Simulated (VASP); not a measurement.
Al2O3:

```
Al O
1.0
     2.88823    0.00000    0.00000
    -1.44411    2.50128    0.00000
     0.00000    0.00000    7.53028
Al O
2 3
Direct
  0.33333 0.66667 0.18280
  0.66667 0.33333 0.81720
  0.00000 0.00000 0.00000
  0.33333 0.66667 0.72681
  0.66667 0.33333 0.27319
```

```yaml
Program: VASP 6.6.1
Task: relaxation of cell and atoms
Functional: LDA
Potentials_or_basis: VASP PAW LDA potentials, release 64 (Al, O)
Cutoff: 600 eV
k_mesh: 12 × 12 × 4
Occupations: fermi-dirac, width 0.02 eV
Spin: no spin polarisation
```

At the start: pressure -8.4 GPa; volume 10.88 Å³/atom.

**Question.** How do energy, volume and symmetry change on relaxing?

**Answer.** Over 43 steps the energy falls by 26.9 meV/atom and the volume is 9.21 Å³/atom (-15.4 %); space group P-3m1 (No. 164, to 0.1 Å) before and after.

Step by step:
| step | energy change (eV) | largest force (eV/Å) | pressure (GPa) | volume (Å³) |
| --- | --- | --- | --- | --- |
| 1 | 0.0000 | 0.5207 | -8.39 | 54.40 |
| 3 | -0.0624 | 0.3124 | -0.67 | 52.38 |
| 5 | -0.0681 | 0.0791 | -0.20 | 52.01 |
| 7 | -0.0702 | 0.2104 | 0.65 | 51.53 |
| 9 | -0.0714 | 0.2022 | 0.42 | 51.46 |
| 11 | -0.0750 | 0.1743 | -0.54 | 51.13 |
| 13 | -0.0756 | 0.1855 | -1.26 | 50.87 |
| 15 | -0.0788 | 0.1771 | -1.32 | 50.62 |
| 17 | -0.0929 | 0.1849 | -1.52 | 49.49 |
| 19 | -0.1018 | 0.1661 | 0.29 | 44.94 |
| 21 | -0.1128 | 0.2425 | -0.40 | 45.97 |
| 23 | -0.1264 | 0.1136 | 0.87 | 45.18 |
| 25 | -0.1295 | 0.0961 | -0.79 | 45.56 |
| 27 | -0.1320 | 0.0744 | -0.06 | 45.61 |
| 29 | -0.1329 | 0.0523 | 0.78 | 45.58 |
| 31 | -0.1335 | 0.0138 | 0.34 | 45.73 |
| 33 | -0.1336 | 0.0407 | 0.17 | 45.79 |
| 35 | -0.1340 | 0.0129 | -0.21 | 45.97 |
| 37 | -0.1341 | 0.0312 | -0.08 | 46.00 |
| 39 | -0.1342 | 0.0145 | 0.04 | 46.00 |
| 41 | -0.1342 | 0.0139 | 0.01 | 46.02 |
| 43 | -0.1343 | 0.0011 | -0.03 | 46.05 |

Final structure:
```
Al O
1.0
     2.85553    0.00000    0.00000
    -1.42777    2.47296    0.00000
     0.00000    0.00000    6.52095
Al O
2 3
Direct
  0.33333 0.66667 0.20685
  0.66667 0.33333 0.79315
  0.00000 0.00000 0.00000
  0.33333 0.66667 0.69180
  0.66667 0.33333 0.30820
```

Caveat: the volume moved by over 15 % at a fixed basis, so the end points are rough.
